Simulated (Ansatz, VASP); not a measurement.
**BiTe in VASP and in Ansatz**

```
CELL_PARAMETERS angstrom
0.00000 3.22418 3.22418
3.22418 0.00000 3.22418
3.22418 3.22418 0.00000
ATOMIC_POSITIONS crystal
Bi 0.00000 0.00000 0.00000
Te 0.50000 0.50000 0.50000
```

Change from the starting cell: volume scaled by 0.99.

Alike in both runs: task single point; functional LDA; k mesh 10 × 10 × 10; occupations fermi-dirac, width 0.08 eV; no spin polarisation.

|  | VASP | Ansatz |
| --- | --- | --- |
| version | VASP 6.6.1 | Ansatz 0.2.0 |
| potentials or method | VASP PAW LDA potentials, release 64 (Bi_d, Te), cutoff 520 eV | all-electron LAPW, scalar-relativistic |

|  | VASP | Ansatz | Ansatz less VASP |
| --- | --- | --- | --- |
| pressure (GPa) | -2.3 | -2.3 | -0.05 |

LDA's correlation is that of Perdew and Zunger in VASP and of Perdew and Wang (1992) in Ansatz. Ansatz ran all-electron here, and VASP with PAW potentials.

Neither program's run includes spin-orbit coupling.
